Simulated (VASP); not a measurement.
Write the native input for VASP 6.6.1 that does the following.

```
Task                   : relaxation of cell and atoms
Functional             : PBE
Potentials or basis    : VASP PAW PBE potentials, release 64 (Ni, Si)
Cutoff                 : 600 eV
k mesh                 : 8 × 8 × 8
Occupations            : fermi-dirac, width 0.05 eV
Spin                   : collinear spin, ferromagnetic start
Starting moments       : [1.0, 1.0, 1.0, 0.0] μB
Target pressure        : 2 GPa
Dipole correction      : no
Further INCAR settings : ALGO = Fast; EDIFF = 1e-07; IBRION = 2; EDIFFG = -0.01; NSW = 60; ISIF = 3
```

The structure of SiNi3 lies in POSCAR:

```
SiNi3
1.0
    3.5420000000      0.0000000000      0.0000000000
    0.0000000000      3.5420000000      0.0000000000
    0.0000000000      0.0000000000      3.5420000000
Ni Si
3 1
Direct
    0.5000000000      0.5000000000      0.0000000000
    0.5000000000      0.0000000000      0.5000000000
    0.0000000000      0.5000000000      0.5000000000
    0.0000000000      0.0000000000      0.0000000000
```

These files were run (other wordings do the same):

INCAR

```
PREC = Accurate
ENCUT = 600
EDIFF = 1E-7
ISMEAR = -1
SIGMA = 0.05
LREAL = False
LASPH = True
NELM = 150
ALGO = Fast
ISIF = 3
LWAVE = False
LCHARG = False
ISPIN = 2
MAGMOM = 1 1 1 0
LORBIT = 11
LMAXMIX = 4
GGA = PE
IBRION = 2
NSW = 60
EDIFFG = -0.01
PSTRESS = 20.0
```

KPOINTS

```
regular mesh
0
Gamma
  8 8 8
```

Potentials or basis: VASP PAW PBE potentials, release 64 (Ni, Si).

Run with:

```sh
$ cat potpaw_PBE.64/Ni/POTCAR potpaw_PBE.64/Si/POTCAR > POTCAR
$ mpirun -np 1 vasp_std > vasp.out
```

It gave:

```yaml
Relaxed_volume: 10.68 Å³/atom
Relaxed_cell: a = 3.496 Å, b = 3.496 Å, c = 3.496 Å, α = 90.00°, β = 90.00°, γ = 90.00°
Space_group_after_relaxing_to_0.1_Å: Pm-3m (No. 221)
Energy_change_on_relaxing_the_run_minimises_the_enthalpy: -6.0 meV/atom
Ionic_steps: 3
Pressure_after_relaxing: 1.9 GPa
Band_gap_on_the_k_mesh: zero (filled and empty bands overlap)
Net_moment: 0.00 μB per cell
Valence_electrons_inside_the_program's_atomic_spheres: Ni 9.48; Si 1.56
```

Caveat: the cell is relaxed towards a set pressure, so the run minimises the enthalpy, not the energy; the moments typed at the start vanished in this run.

Run time: 2.2 min on 1 thread of Intel(R) Xeon(R) Platinum 8559C (Emerald Rapids) (shared host), peak memory 0.21 GiB.
